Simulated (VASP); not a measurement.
# WS2 (P6_3/mmc) in VASP: further runs, part 2 of 2

VASP 6.6.1.

### Step 3. Single point, PBEsol+D3(BJ) (biaxial strain in the a-b plane: +3.0 %)

Contents of INCAR:

```
ALGO = Normal
EDIFF = 1E-6
ENCUT = 520
GGA = PS
ISIF = 2
ISMEAR = 0
IVDW = 12
LASPH = True
LCHARG = False
LREAL = False
LWAVE = False
NBANDS = 35
NELM = 100
PREC = Accurate
SIGMA = 0.02
```

Contents of KPOINTS:

```
k-points
0
Gamma
  12 12 4
```

Contents of POSCAR:

```
WS2
1.0
    3.2080291451      0.0000000000      0.0000000000
   -1.6040145725      2.7782347357      0.0000000000
    0.0000000000      0.0000000000     11.5650818168
W S
2 4
Direct
    0.3333333333      0.6666666667      0.7500000000
    0.6666666667      0.3333333333      0.2500000000
    0.3333333333      0.6666666667      0.1175440424
    0.6666666667      0.3333333333      0.6175440424
    0.3333333333      0.6666666667      0.3824559576
    0.6666666667      0.3333333333      0.8824559576
```

Potentials or basis: VASP PAW PBE potentials, release 64 (W_sv, S).

The run is started by

```sh
cat potpaw_PBE.64/W_sv/POTCAR potpaw_PBE.64/S/POTCAR > POTCAR
mpirun -np 1 vasp_std > vasp.out
```

It took 2.7 min on 1 thread of Intel Xeon Platinum 8259CL at 2.50GHz (Skylake/Cascade Lake), shared host; peak memory 0.32 GiB.

The run converged. Its results:

```
Free energy                : -52.7748 eV
Pressure                   : -4.9 GPa
Largest force              : 0.123 eV/Å
Band gap on the k mesh     : 0.59 eV, indirect (least direct gap 1.51 eV)
Dispersion energy per atom : -0.399 eV
```

Forces in eV/Å, atoms in the order of the input:
```
W    0.000  0.000  0.000
W    0.000  0.000  0.000
S    0.000  0.000 -0.123
S    0.000  0.000 -0.123
S    0.000  0.000  0.123
S    0.000  0.000  0.123
```

Stress tensor (GPa, compression positive):
```
-8.28  0.00  0.00
 0.00 -8.28  0.00
 0.00  0.00  1.86
```

Levels at points of the mesh, in eV from the valence-band top:
```tsv
k point	band 23	band 24	band 25	band 26	band 27	band 28	band 29	band 30
(0.00, 0.00, 0.00)	-2.75	-1.29	-1.09	0.00	1.80	1.80	1.80	1.80
(0.50, 0.00, 0.00)	-2.65	-2.27	-2.18	-1.76	1.65	1.74	2.07	2.29
(0.00, 0.00, 0.50)	-2.81	-2.81	-0.22	-0.22	1.78	1.78	1.78	1.78
(0.50, 0.00, 0.50)	-2.45	-2.45	-1.92	-1.92	1.69	1.69	2.21	2.21
```

Caveat: the cell differs from its parent crystal (biaxial strain in the a-b plane: +3.0 %); the PAW data sets were made with another functional, which shifts forces and pressure a little; spin-orbit coupling is left out, which moves the levels of the heavy elements. A k mesh can miss the band edges.

### Step 4. Single point, PBEsol+D3(BJ) (biaxial strain in the a-b plane: +3.0 %, then relaxed in part)

Contents of INCAR:

```
SYSTEM = WS2
PREC     = Accurate       ! precision mode
ENCUT    = 520            ! plane-wave cutoff, eV
EDIFF    = 1E-6           ! SCF threshold, eV
ISMEAR   = 0              ! smearing method
SIGMA    = 0.02           ! smearing width, eV
LREAL    = .FALSE.        ! projectors in reciprocal space
LASPH    = .TRUE.         ! aspherical terms in the spheres
NELM     = 100            ! most SCF steps
ALGO     = Normal         ! electronic algorithm
ISIF     = 2              ! what is computed and relaxed
LWAVE    = .FALSE.        ! write WAVECAR
LCHARG   = .TRUE.         ! write CHGCAR
GGA      = PS             ! functional
IVDW     = 12             ! dispersion correction
LELF     = .TRUE.         ! ELF
LVHAR    = .TRUE.       
NBANDS   = 35             ! bands
```

Contents of KPOINTS:

```
Automatic mesh
0
G
  12 12 4
  0 0 0
```

Contents of POSCAR:

```
WS2
1.0
    3.2080291451      0.0000000000      0.0000000000
   -1.6040145725      2.7782347357      0.0000000000
    0.0000000000      0.0000000000     11.6624267900
W S
2 4
Direct
    0.3333333333      0.6666666667      0.7500000000
    0.6666666667      0.3333333333      0.2500000000
    0.3333333333      0.6666666667      0.1180800186
    0.6666666667      0.3333333333      0.6180800186
    0.3333333333      0.6666666667      0.3819199814
    0.6666666667      0.3333333333      0.8819199814
```

The run is started by

```sh
cat potpaw_PBE.64/W_sv/POTCAR potpaw_PBE.64/S/POTCAR > POTCAR
mpirun -np 1 vasp_std > vasp.out
```

Run time: 2.4 min. Hardware: 1 thread of Intel Xeon Platinum 8259CL at 2.50GHz (Skylake/Cascade Lake), shared host; peak memory 0.32 GiB.

The run converged. Its results:

* Free energy: -52.7789 eV
* Pressure: -5.7 GPa
* Largest force: 0.017 eV/Å
* Band gap on the k mesh: 0.66 eV, indirect (least direct gap 1.53 eV)
* Dispersion energy per atom: -0.396 eV

Forces in eV/Å, atoms in the order of the input:
```
W    0.000  0.000  0.000
W    0.000  0.000  0.000
S    0.000  0.000 -0.017
S    0.000  0.000 -0.017
S    0.000  0.000  0.017
S    0.000  0.000  0.017
```

Stress tensor (GPa, compression positive):
```
-8.69  0.00  0.00
 0.00 -8.69  0.00
 0.00  0.00  0.18
```

Levels at points of the mesh, in eV from the valence-band top:
```
           k point  band 24  band 25  band 26  band 27  band 28  band 29
(0.00, 0.00, 0.00)    -1.28    -1.14     0.00     1.84     1.84     1.85
(0.50, 0.00, 0.00)    -2.21    -2.11    -1.73     1.71     1.79     2.12
(0.00, 0.00, 0.50)    -2.74    -0.23    -0.23     1.82     1.82     1.82
(0.50, 0.00, 0.50)    -2.38    -1.88    -1.88     1.74     1.74     2.26
```

Caveat: the cell differs from its parent crystal (biaxial strain in the a-b plane: +3.0 %, then relaxed in part); the PAW data sets were made with another functional, which shifts forces and pressure a little; spin-orbit coupling is left out, which moves the levels of the heavy elements. A k mesh can miss the band edges.

### Step 5. Single point, PBEsol+D3(BJ)

This run uses another cell than the first one, of 17.32 Å³/atom, 1.017 times its volume.

Contents of INCAR:

```
  PREC = Accurate
  ENCUT = 520
  EDIFF = 1E-7
  ISMEAR = 0
  SIGMA = 0.02
  LREAL = F
  LASPH = T
  NELM = 100
  ALGO = Normal
  ISIF = 2
  LWAVE = F
  LCHARG = F
  GGA = PS
  IVDW = 12
  NBANDS = 35
```

Contents of KPOINTS:

```
Automatic mesh
0
Gamma
  12 12 4
```

POSCAR is that of step 4.

The run is started by

```sh
cat potpaw_PBE.64/W_sv/POTCAR potpaw_PBE.64/S/POTCAR > POTCAR
mpirun -np 1 vasp_std > vasp.out
```

Run time: 2.5 min. Hardware: 1 thread of Intel Xeon Platinum 8259CL at 2.50GHz (Skylake/Cascade Lake), shared host; peak memory 0.33 GiB.

The run converged. Its results:

```yaml
Free_energy: -52.7789 eV
Pressure: -5.7 GPa
Largest_force: 0.018 eV/Å
Band_gap_on_the_k_mesh: 0.66 eV, indirect (least direct gap 1.53 eV)
Dispersion_energy_per_atom: -0.396 eV
```

Forces on the atoms (eV/Å):
```
W    0.000  0.000  0.000
W    0.000  0.000  0.000
S    0.000  0.000 -0.018
S    0.000  0.000 -0.018
S    0.000  0.000  0.018
S    0.000  0.000  0.018
```

Stress tensor (GPa, compression positive):
```
-8.69  0.00  0.00
 0.00 -8.69  0.00
 0.00  0.00  0.16
```

Levels at points of the mesh, in eV from the valence-band top:
| k point | band 23 | band 24 | band 25 | band 26 | band 27 | band 28 | band 29 | band 30 |
| --- | --- | --- | --- | --- | --- | --- | --- | --- |
| (0.00, 0.00, 0.00) | -2.68 | -1.28 | -1.14 | 0.00 | 1.84 | 1.84 | 1.85 | 1.85 |
| (0.50, 0.00, 0.00) | -2.56 | -2.21 | -2.11 | -1.73 | 1.71 | 1.79 | 2.12 | 2.34 |
| (0.00, 0.00, 0.50) | -2.74 | -2.74 | -0.23 | -0.23 | 1.83 | 1.83 | 1.83 | 1.83 |
| (0.50, 0.00, 0.50) | -2.38 | -2.38 | -1.88 | -1.88 | 1.74 | 1.74 | 2.26 | 2.26 |

Caveat: the PAW data sets were made with another functional, which shifts forces and pressure a little; spin-orbit coupling is left out, which moves the levels of the heavy elements.

### Step 6. Single point, PBEsol+D3(BJ)

This run uses another cell than the first one, of 12.91 Å³/atom, 0.758 times its volume.

Contents of INCAR:

```
SYSTEM = WS2
ALGO     = Normal         ! electronic algorithm
EDIFF    = 1E-6           ! SCF threshold, eV
ENCUT    = 520            ! plane-wave cutoff, eV
GGA      = PS             ! functional
ISIF     = 2              ! what is computed and relaxed
ISMEAR   = 0              ! smearing method
IVDW     = 12             ! dispersion correction
LASPH    = .True.         ! aspherical terms in the spheres
LCHARG   = .False.        ! write CHGCAR
LREAL    = .False.        ! projectors in reciprocal space
LWAVE    = .False.        ! write WAVECAR
NBANDS   = 35             ! bands
NELM     = 80             ! most SCF steps
PREC     = Accurate       ! precision mode
SIGMA    = 0.1            ! smearing width, eV
```

Contents of KPOINTS:

```
k-points
0
Gamma
  12 12 4
  0 0 0
```

Contents of POSCAR:

```
WS2
1.0
    2.9094587852      0.0000000000      0.0000000000
   -1.4547293926      2.5196652193      0.0000000000
    0.0000000000      0.0000000000     10.5668465892
W S
2 4
Direct
    0.3333333333      0.6666666667      0.7500000000
    0.6666666667      0.3333333333      0.2500000000
    0.3333333333      0.6666666667      0.0989940304
    0.6666666667      0.3333333333      0.5989940304
    0.3333333333      0.6666666667      0.4010059696
    0.6666666667      0.3333333333      0.9010059696
```

Potentials or basis: VASP PAW PBE potentials, release 64 (W_sv, S).

The run is started by

```sh
cat potpaw_PBE.64/W_sv/POTCAR potpaw_PBE.64/S/POTCAR > POTCAR
mpirun -np 1 vasp_std > vasp.out
```

It took 3.1 min on 1 thread of AMD EPYC 7R13 (Zen 3), shared host; peak memory 0.26 GiB.

The run converged. Its results:

```
Free energy                : -50.8639 eV
Pressure                   : 40.5 GPa
Band gap on the k mesh     : zero (band 26 reaches 12.81 eV, above the bottom of band 27 at 12.14 eV)
Dispersion energy per atom : -0.536 eV
```

Forces on the atoms (eV/Å):
```
W    0.000  0.000  0.000
W    0.000  0.000  0.000
S    0.000  0.000 -0.002
S    0.000  0.000 -0.002
S    0.000  0.000  0.002
S    0.000  0.000  0.002
```

Stress tensor (GPa, compression positive):
```
40.43  0.00  0.00
 0.00 40.43  0.00
 0.00  0.00 40.59
```

Levels at points of the mesh, in eV from the Fermi level:
```tsv
k point	band 23	band 24	band 25	band 26	band 27	band 28	band 29	band 30
(0.00, 0.00, 0.00)	-1.93	-1.93	-0.03	0.49	1.80	1.80	2.46	2.46
(0.50, 0.00, 0.00)	-2.72	-2.62	-2.11	-1.18	2.04	2.89	3.10	3.23
(0.00, 0.00, 0.50)	-2.16	-2.16	0.33	0.33	2.16	2.16	2.16	2.16
(0.50, 0.00, 0.50)	-2.28	-2.28	-1.96	-1.96	2.90	2.90	3.20	3.20
```

Caveat: the PAW data sets were made with another functional, which shifts forces and pressure a little; spin-orbit coupling is left out, which moves the levels of the heavy elements; pairwise dispersion overbinds metals, which lowers pressure and volume.

### Step 7. Summary

| cell | smearing | gap on the mesh (eV) | pressure (GPa) | largest force (eV/Å) |
| --- | --- | --- | --- | --- |
| a = 3.177, b = 3.177, c = 11.698 Å, angles 90.0, 90.0, 120.0°, 6 atoms | gaussian 0.02 eV | 0.68 | -3.9 | 0.02 |
| a = 3.208, b = 3.208, c = 11.565 Å, angles 90.0, 90.0, 120.0°, 6 atoms | gaussian 0.02 eV | 0.59 | -4.9 | 0.12 |
| a = 3.208, b = 3.208, c = 11.662 Å, angles 90.0, 90.0, 120.0°, 6 atoms | gaussian 0.02 eV | 0.66 | -5.7 | 0.02 |
| a = 2.909, b = 2.909, c = 10.567 Å, angles 90.0, 90.0, 120.0°, 6 atoms | gaussian 0.1 eV | none | 40.5 | - |

Alike in all rows: task single point; level PBEsol+D3(BJ); potentials or basis VASP PAW PBE potentials, release 64 (W_sv, S); no spin polarisation; k mesh 12 × 12 × 4; cutoff (eV) 520.

Caveats: the PAW data sets were made with another functional, which shifts forces and pressure a little; spin-orbit coupling is left out, which moves the levels of the heavy elements; pairwise dispersion overbinds metals, which lowers pressure and volume (some runs).

Absolute energies hang on the potentials; compare differences alone.
